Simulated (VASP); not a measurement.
# BN in VASP: further runs

The runs below take BN through relaxation of the atoms, with PBE+D3(BJ).

Everything below comes from runs of VASP 6.6.1. Logs are shortened: lines on timing, memory, paths and dates and some standing lists are left out, and cuts for length are marked.

## 1. The cell of the first run

The cell holds a slab with vacuum, 2 atoms: a = 2.559 Å, b = 2.559 Å, c = 26.000 Å, α = 90.00°, β = 90.00°, γ = 60.00°.

## 2. Relaxation of the atoms, PBE+D3(BJ) (biaxial strain +0.020)

Input file INCAR:

```
SYSTEM = BN
PREC = Accurate ; ENCUT = 520
EDIFF = 1E-6 ; ISMEAR = 0
SIGMA = 0.02 ; LREAL = .False.
LASPH = .True. ; NELM = 80
ALGO = Normal ; ISIF = 2
LWAVE = .False. ; LCHARG = .False.
LDIPOL = .True. ; IDIPOL = 3
DIPOL = 0.5 0.5 0.500 ; GGA = PE
IVDW = 12 ; IBRION = 2
NSW = 60 ; EDIFFG = -0.01
```

Input file KPOINTS:

```
regular mesh
0
Gamma
  10 10 1
  0 0 0
```

Input file POSCAR:

```
BN
1.0
    2.5589292950      0.0014657255      0.0000000000
    1.2781801911      2.2168393456      0.0000000000
    0.0000000000      0.0000000000     26.0000000000
B N
1 1
Direct
    0.4999824916      0.4999824916      0.5000000000
    0.8333175184      0.8333175184      0.5000000000
```

Potentials or basis: VASP PAW PBE potentials, release 64 (B, N).

The run is started by

```
$ cat potpaw_PBE.64/B/POTCAR potpaw_PBE.64/N/POTCAR > POTCAR
$ mpirun -np 1 vasp_std > vasp.out
```

OUTCAR:

```text
SYSTEM = BN
   PREC = Accurate
   ENCUT = 520
   EDIFF = 1E-6
   ISMEAR = 0
   LREAL = .False.
   LASPH = .True.
   NELM = 80
   ISIF = 2
   GGA = PE
   IVDW = 12
   IBRION = 2
   NSW = 60
   EDIFFG = -0.01
 IVDW          = 12

 ion  position               nearest neighbor table
   1  0.500  0.500  0.500-   2 1.48   2 1.48   2 1.48
   2  0.833  0.833  0.500-   1 1.48   1 1.48   1 1.48

  LATTYP: Found a hexagonal cell.
 ALAT       =     2.5589297148
 C/A-ratio  =    10.1604979027

  Lattice vectors:

 A1 = (  -1.2781801911,  -2.2168393456,   0.0000000000)
 A2 = (   2.5589292950,   0.0014657255,   0.0000000000)
 A3 = (   0.0000000000,   0.0000000000,  26.0000000000)

Analysis of symmetry for initial positions (statically):
=====================================================================
 Subroutine PRICEL returns:
 Original cell was already a primitive cell.

 Routine SETGRP: Setting up the symmetry group for a
 hexagonal supercell.

 Subroutine GETGRP returns: Found 12 space group operations
 (whereof  4 operations were pure point group operations)
 out of a pool of 24 trial point group operations.

The static configuration has the point symmetry C_2v.
 The point group associated with its full space group is D_3h.

Analysis of symmetry for dynamics (positions and initial velocities):
=====================================================================
 Subroutine PRICEL returns:
 Original cell was already a primitive cell.

 Routine SETGRP: Setting up the symmetry group for a
 hexagonal supercell.

 Subroutine GETGRP returns: Found 12 space group operations
 (whereof  4 operations were pure point group operations)
 out of a pool of 24 trial point group operations.

The dynamic configuration has the point symmetry C_2v.
 The point group associated with its full space group is D_3h.

 Subroutine INISYM returns: Found 12 space group operations
 (whereof  4 operations are pure point group operations),
 and found     1 'primitive' translations

----------------------------------------------------------------------------------------

                                     Primitive cell

  volume of cell :     147.4424

  direct lattice vectors                    reciprocal lattice vectors
     2.558929295  0.001465725  0.000000000     0.390917548 -0.225394351  0.000000000
     1.278180191  2.216839346  0.000000000    -0.000258466  0.451241705  0.000000000
     0.000000000  0.000000000 26.000000000     0.000000000  0.000000000  0.038461538

  length of vectors
     2.558929715  2.558929715 26.000000000     0.451241779  0.451241779  0.038461538

  position of ions in fractional coordinates (direct lattice)
     0.499982492  0.499982492  0.500000000
     0.833317518  0.833317518  0.500000000

  ion indices of the primitive-cell ions
   primitive index   ion index
                 1           1
                 2           2

----------------------------------------------------------------------------------------

 KPOINTS: regular mesh

Automatic generation of k-mesh.
 Grid dimensions read from file:
 generate k-points for:   10   10    1

 Generating k-lattice:

  Cartesian coordinates                     Fractional coordinates (reciprocal lattice)
     0.039091755 -0.022539435  0.000000000     0.100000000  0.000000000  0.000000000
    -0.000025847  0.045124171  0.000000000    -0.000000000  0.100000000  0.000000000
     0.000000000  0.000000000  0.038461538     0.000000000  0.000000000  1.000000000

  Length of vectors
     0.045124178  0.045124178  0.038461538

  Shift w.r.t. Gamma in fractional coordinates (k-lattice)
     0.000000000  0.000000000  0.000000000

 Subroutine IBZKPT returns following result:
 ===========================================

 Found     14 irreducible k-points:

 Following reciprocal coordinates:
            Coordinates               Weight
  0.000000  0.000000  0.000000      1.000000
  0.100000  0.000000  0.000000      6.000000
  0.200000  0.000000  0.000000      6.000000
  0.300000  0.000000  0.000000      6.000000
  0.400000  0.000000  0.000000      6.000000
  0.500000  0.000000  0.000000      3.000000
  0.200000  0.100000  0.000000      6.000000
  0.300000  0.100000  0.000000     12.000000
  0.400000  0.100000  0.000000     12.000000
  0.500000  0.100000  0.000000     12.000000
  0.400000  0.200000  0.000000      6.000000
  0.500000  0.200000  0.000000     12.000000
 -0.400000  0.200000  0.000000      6.000000
 -0.400000  0.300000  0.000000      6.000000
   k-points           NKPTS =     14   k-points in BZ     NKDIM =     14   number of bands    NBANDS=      8
   number of dos      NEDOS =    301   number of ions     NIONS =      2
   total plane-waves  NPLWV =  78400
   dimension x,y,z NGX =    20 NGY =   20 NGZ =  196
   dimension x,y,z NGXF=    40 NGYF=   40 NGZF=  392
   ions per type =               1   1
   NGX,Y,Z   is equivalent  to a cutoff of  12.99, 12.99, 12.53 a.u.
   NGXF,Y,Z  is equivalent  to a cutoff of  25.99, 25.99, 25.06 a.u.
 SYSTEM =  BN
   PREC   = accura    normal or accurate (medium, high low for compatibility)
   ISTART =      0    job   : 0-new  1-cont  2-samecut
   ICHARG =      2    charge: 1-file 2-atom 10-const
   ISPIN  =      1    spin polarized calculation?
   LNONCOLLINEAR =      F non collinear calculations
   LSORBIT =      F    spin-orbit coupling
   LASPH  =      T    aspherical Exc in radial PAW
   ENCUT  =  520.0 eV  38.22 Ry    6.18 a.u.   4.76  4.76 48.34*2*pi/ulx,y,z
   NELM   =     80;   NELMIN=  2; NELMDL= -5     # of ELM steps
   EDIFF  = 0.1E-05   stopping-criterion for ELM
   LREAL  =      F    real-space projection
   EDIFFG = -.1E-01   stopping-criterion for IOM
   NSW    =     60    number of steps for IOM
   IBRION =      2    ionic relax: 0-MD 1-quasi-New 2-CG
   NFREE  =      1    steps in history (QN), initial steepest desc. (CG)
   ISIF   =      2    stress and relaxation
   ISYM   =      2    0-nonsym 1-usesym 2-fastsym
   POTIM  = 0.5000    time-step for ionic-motion
   TEBEG  =    0.0;   TEEND  =   0.0 temperature during run
   PSTRESS=    0.0 pullay stress
   NELECT =       8.0000    total number of electrons
   NUPDOWN=      -1.0000    fix difference up-down
   EMIN   =  10.00;   EMAX   =-10.00  energy-range for DOS
   EFERMI =   0.00;   METHOD = LEGACY
[... 35 lines left out ...]

  energy without entropy =      -17.56177045  energy(sigma->0) =      -17.56177045

 E-fermi :  -4.9420     XC(G=0):  -1.6265

 val. band max:       -5.0512989320   @ k =  -0.4000   0.3000   0.0000
 cond. band min:      -0.2173389680   @ k =  -0.4000   0.3000   0.0000
 fundamental gap:      4.8339599640
 Fermi energy:        -4.9420496238

 k-point     1 :       0.0000    0.0000    0.0000
  band No.  band energies     occupation
      1     -22.1685      2.00000
      2      -9.8009      2.00000
      3      -6.2895      2.00000
      4      -6.2892      2.00000
      5      -0.1418      0.00000
      6       0.7673      0.00000
      7       1.0474      0.00000
      8       1.5054      0.00000

 k-point     2 :       0.1000    0.0000    0.0000
  band No.  band energies     occupation
      1     -21.9857      2.00000
      2      -9.5566      2.00000
      3      -7.0580      2.00000
      4      -6.6285      2.00000
      5       0.1790      0.00000
      6       1.0585      0.00000
      7       1.3541      0.00000
      8       1.8040      0.00000

 k-point     3 :       0.2000    0.0000    0.0000
  band No.  band energies     occupation
      1     -21.4536      2.00000
      2      -8.8700      2.00000
      3      -8.8413      2.00000
      4      -7.3949      2.00000
      5       1.0845      0.00000
      6       1.8973      0.00000
      7       2.2721      0.00000
      8       2.6814      0.00000

 k-point     4 :       0.3000    0.0000    0.0000
  band No.  band energies     occupation
      1     -20.6384      2.00000
      2     -10.9615      2.00000
      3      -8.1785      2.00000
      4      -7.7264      2.00000
      5       2.3736      0.00000
      6       2.4912      0.00000
      7       3.7945      0.00000
      8       3.7955      0.00000

 k-point     5 :       0.4000    0.0000    0.0000
  band No.  band energies     occupation
      1     -19.7371      2.00000
      2     -12.7421      2.00000
      3      -8.7240      2.00000
      4      -6.4378      2.00000
      5       0.7350      0.00000
      6       3.9285      0.00000
      7       5.3845      0.00000
      8       5.6943      0.00000

 k-point     6 :       0.5000    0.0000    0.0000
  band No.  band energies     occupation
      1     -19.2748      2.00000
      2     -13.5136      2.00000
      3      -8.9165      2.00000
      4      -5.7241      2.00000
      5      -0.2118      0.00000
      6       4.2335      0.00000
      7       7.3305      0.00000
      8       7.7753      0.00000

 k-point     7 :       0.2000    0.1000    0.0000
  band No.  band energies     occupation
      1     -21.6278      2.00000
      2      -9.0764      2.00000
      3      -8.2290      2.00000
      4      -7.3012      2.00000
      5       0.7951      0.00000
      6       1.6272      0.00000
      7       1.9667      0.00000
      8       2.3941      0.00000

 k-point     8 :       0.3000    0.1000    0.0000
  band No.  band energies     occupation
      1     -20.9496      2.00000
      2     -10.0129      2.00000
      3      -8.2494      2.00000
      4      -8.1561      2.00000
      5       1.9782      0.00000
      6       2.5214      0.00000
      7       3.1899      0.00000
      8       3.4356      0.00000

 k-point     9 :       0.4000    0.1000    0.0000
  band No.  band energies     occupation
      1     -20.0668      2.00000
      2     -11.8845      2.00000
      3      -9.0024      2.00000
      4      -6.9225      2.00000
      5       1.5399      0.00000
      6       3.6248      0.00000
      7       4.8341      0.00000
      8       5.0122      0.00000

 k-point    10 :       0.5000    0.1000    0.0000
  band No.  band energies     occupation
      1     -19.3130      2.00000
      2     -13.1991      2.00000
      3      -9.4035      2.00000
      4      -5.7942      2.00000
      5       0.0606      0.00000
      6       4.8976      0.00000
      7       6.5975      0.00000
      8       7.0798      0.00000

 k-point    11 :       0.4000    0.2000    0.0000
  band No.  band energies     occupation
      1     -20.1886      2.00000
      2     -11.2559      2.00000
      3      -9.5044      2.00000
      4      -7.0987      2.00000
      5       1.9246      0.00000
      6       3.4522      0.00000
      7       4.5552      0.00000
      8       4.7192      0.00000

 k-point    12 :       0.5000    0.2000    0.0000
  band No.  band energies     occupation
      1     -19.3722      2.00000
      2     -12.4720      2.00000
      3     -10.3835      2.00000
      4      -5.9001      2.00000
      5       0.5374      0.00000
      6       5.3783      0.00000
      7       6.4574      0.00000
      8       6.8477      0.00000

 k-point    13 :      -0.4000    0.2000    0.0000
  band No.  band energies     occupation
      1     -18.9702      2.00000
      2     -13.0499      2.00000
      3     -10.6676      2.00000
      4      -5.2535      2.00000
      5      -0.2086      0.00000
      6       6.6755      0.00000
      7       7.8037      0.00000
      8       8.0998      0.00000

 k-point    14 :      -0.4000    0.3000    0.0000
  band No.  band energies     occupation
      1     -18.8443      2.00000
      2     -12.5774      2.00000
      3     -11.5836      2.00000
      4      -5.0513      2.00000
      5      -0.2173      0.00000
      6       7.3685      0.00000
      7       7.3690      0.00000
      8       8.8190      0.00000

------------------------ aborting loop because EDIFF is reached ----------------------------------------

 vacuum level on the upper side and lower side of the slab       (xc-potential included)        -0.009        -0.009

 Edisp (eV)   -0.14805

 E8    (eV) :    -0.0475

  FORCE on cell =-STRESS in cart. coord.  units (eV):
  Direction    XX          YY          ZZ          XY          YZ          ZX
  --------------------------------------------------------------------------------------
  -------------------------------------------------------------------------------------
  Total      -2.27133    -2.27135    -0.01768     0.00002     0.00000     0.00000
  in kB     -24.68133   -24.68153    -0.19212     0.00017     0.00000     0.00000
  external pressure =      -16.52 kB  Pullay stress =        0.00 kB

 VOLUME and BASIS-vectors are now :
 -----------------------------------------------------------------------------
  energy-cutoff  :      520.00
  volume of cell :      147.44
      direct lattice vectors                 reciprocal lattice vectors
     2.558929295  0.001465725  0.000000000     0.390917548 -0.225394351  0.000000000
     1.278180191  2.216839346  0.000000000    -0.000258466  0.451241705  0.000000000
     0.000000000  0.000000000 26.000000000     0.000000000  0.000000000  0.038461538

 POSITION                                       TOTAL-FORCE (eV/Angst)
 -----------------------------------------------------------------------------------
      1.91849      1.10911     13.00000         0.000000      0.000000      0.000000
      3.19753      1.84855     13.00000        -0.000000     -0.000000      0.000000
 -----------------------------------------------------------------------------------
    total drift:                               -0.003643     -0.002106      0.000000

  FREE ENERGIE OF THE ION-ELECTRON SYSTEM (eV)
  ---------------------------------------------------
  free  energy   TOTEN  =       -17.7098235324 eV

  energy  without entropy=      -17.7098235324  energy(sigma->0) =      -17.70982353

 reached required accuracy - stopping structural energy minimisation

 vacuum level on the upper side and lower side of the slab         1.000         1.000
```

It took 29 s on 1 thread of Intel Xeon Platinum 8488C (Sapphire Rapids), shared host; peak memory 0.25 GiB.

Results:

```yaml
Free_energy: -17.7098 eV
Band_gap_on_the_k_mesh: 4.83 eV
Dispersion_energy_per_atom: -0.074 eV
```

Final structure:
```
CELL_PARAMETERS angstrom
2.55893 0.00147 0.00000
1.27818 2.21684 0.00000
0.00000 0.00000 26.00000
ATOMIC_POSITIONS crystal
B 0.49998 0.49998 0.50000
N 0.83332 0.83332 0.50000
```

Caveat: the cell differs from its parent crystal (biaxial strain +0.020); the relaxation stopped at its first step, so nothing moved.

## 3. Relaxation of the atoms, PBE+D3(BJ) (strain along y +0.050)

Input file INCAR:

```
PREC = Accurate
ENCUT = 520
EDIFF = 1E-6
ISMEAR = 0
SIGMA = 0.02
LREAL = False
LASPH = True
NELM = 80
ALGO = Normal
ISIF = 2
LWAVE = False
LCHARG = False
LDIPOL = True
IDIPOL = 3
DIPOL = 0.5 0.5 0.500
GGA = PE
IVDW = 12
IBRION = 2
NSW = 60
EDIFFG = -0.01
```

Input file KPOINTS:

```
regular mesh
0
Gamma
  10 10 1
```

Input file POSCAR:

```
BN
1.0
    2.5087542200      0.0015088312      0.0000000000
    1.2531178371      2.2820405124      0.0000000000
    0.0000000000      0.0000000000     26.0000000000
B N
1 1
Direct
    0.4999824925      0.4999824925      0.5000000000
    0.8333175175      0.8333175175      0.5000000000
```

Potentials or basis: VASP PAW PBE potentials, release 64 (B, N).

The run is started by

```
$ cat potpaw_PBE.64/B/POTCAR potpaw_PBE.64/N/POTCAR > POTCAR
$ mpirun -np 1 vasp_std > vasp.out
```

Run time: 95 s. Hardware: 1 thread of Intel Xeon Platinum 8488C (Sapphire Rapids), shared host; peak memory 0.31 GiB.

Results (log left out):

```
Free energy                : -17.6420 eV
Energy gained by relaxing  : 0.6 meV/atom
Ionic steps                : 3
Band gap on the k mesh     : 4.56 eV (least direct gap 4.67 eV)
Dispersion energy per atom : -0.073 eV
```

The path:
```csv
step,energy change (eV),largest force (eV/Å),pressure (GPa)
1,0.0000,0.2676,-1.94
2,0.0035,0.5453,-2.00
3,-0.0012,0.0001,-1.97
```

Final structure:
```xyz
2
Lattice="2.5088 0.0015 0.0000 1.2531 2.2820 0.0000 0.0000 0.0000 26.0000" Properties=species:S:1:pos:R:3 pbc="T T T"
B     1.8809    1.1374   13.0000
N     3.1348    1.9073   13.0000
```

Levels at points of the mesh, in eV from the valence-band top:
| k point | band 2 | band 3 | band 4 | band 5 | band 6 | band 7 |
| --- | --- | --- | --- | --- | --- | --- |
| (0.00, 0.00, 0.00) | -4.78 | -1.56 | -1.12 | 4.81 | 5.74 | 6.04 |
| (0.50, 0.00, 0.00) | -8.44 | -4.17 | -0.63 | 4.78 | 8.62 | 12.39 |
| (0.00, 0.50, 0.00) | -8.62 | -3.43 | -1.00 | 4.56 | 9.86 | 11.92 |
| (0.50, 0.50, 0.00) | -8.44 | -4.17 | -0.63 | 4.78 | 8.62 | 12.39 |

Caveat: the cell differs from its parent crystal (strain along y +0.050).

## 4. Relaxation of the atoms, PBE+D3(BJ) (strain along x +0.050)

Input file INCAR:

```
SYSTEM = BN
PREC = Accurate ; ENCUT = 520
EDIFF = 1E-7 ; ISMEAR = 0
SIGMA = 0.02 ; LREAL = .False.
LASPH = .True. ; NELM = 60
ALGO = Normal ; ISIF = 2
LWAVE = .False. ; LCHARG = .False.
LDIPOL = .True. ; IDIPOL = 3
DIPOL = 0.5 0.5 0.500 ; GGA = PE
IVDW = 12 ; IBRION = 2
NSW = 60 ; EDIFFG = -0.01
```

Input file KPOINTS:

```
Automatic mesh
0
Gamma
  10 10 1
  0 0 0
```

Input file POSCAR:

```
BN
1.0
    2.6341919310      0.0014369821      0.0000000000
    1.3157737290      2.1733719166      0.0000000000
    0.0000000000      0.0000000000     26.0000000000
B N
1 1
Direct
    0.4999824925      0.4999824925      0.5000000000
    0.8333175175      0.8333175175      0.5000000000
```

The run is started by

```
$ cat potpaw_PBE.64/B/POTCAR potpaw_PBE.64/N/POTCAR > POTCAR
$ mpirun -np 1 vasp_std > vasp.out
```

It took 2.5 min on 1 thread of AMD EPYC 7R13, shared host; peak memory 0.28 GiB.

It converged, with:

* Free energy: -17.6431 eV
* Energy gained by relaxing: 1.1 meV/atom
* Ionic steps: 3
* Band gap on the k mesh: 4.69 eV (least direct gap 4.74 eV)
* Dispersion energy per atom: -0.073 eV

The path:
```tsv
step	energy change (eV)	largest force (eV/Å)	pressure (GPa)
1	0.0000	0.3953	-1.94
2	0.0105	0.9165	-2.01
3	-0.0022	0.0001	-1.97
```

Final structure:
```
B N
1.0
     2.63419    0.00144    0.00000
     1.31577    2.17337    0.00000
     0.00000    0.00000   26.00000
B N
1 1
Direct
  0.49872 0.50251 0.50000
  0.83458 0.83079 0.50000
```

Levels at points of the mesh, in eV from the valence-band top:
| k point | band 1 | band 2 | band 3 | band 4 | band 5 | band 6 | band 7 | band 8 |
| --- | --- | --- | --- | --- | --- | --- | --- | --- |
| (0.00, 0.00, 0.00) | -17.09 | -4.73 | -1.48 | -1.10 | 4.86 | 5.78 | 6.09 | 6.56 |
| (0.50, 0.00, 0.00) | -14.33 | -8.52 | -3.62 | -0.82 | 4.69 | 9.53 | 12.11 | 12.59 |
| (0.00, 0.50, 0.00) | -14.02 | -8.32 | -4.37 | -0.47 | 4.91 | 8.22 | 12.62 | 13.04 |
| (0.50, 0.50, 0.00) | -14.33 | -8.52 | -3.62 | -0.82 | 4.69 | 9.53 | 12.11 | 12.59 |

Caveat: the cell differs from its parent crystal (strain along x +0.050).

## 5. Overview

```csv
cell,gap on the mesh (eV)
"atoms relaxed from a = 2.559, b = 2.559, c = 26.000 Å, angles 90.0, 90.0, 60.0°, 2 atoms",4.83
"atoms relaxed from a = 2.509, b = 2.603, c = 26.000 Å, angles 90.0, 90.0, 61.2°, 2 atoms",4.56
"atoms relaxed from a = 2.634, b = 2.541, c = 26.000 Å, angles 90.0, 90.0, 58.8°, 2 atoms",4.69
```

Alike in all rows: task relaxation of the atoms; level PBE+D3(BJ); potentials or basis VASP PAW PBE potentials, release 64 (B, N); no spin polarisation; k mesh 10 × 10 × 1; cutoff (eV) 520; smearing gaussian 0.02 eV.

Caveats: the relaxation stopped at its first step, so nothing moved (at least some runs).

Total energies depend on the potentials used, so only differences within one code and one set of settings carry meaning.
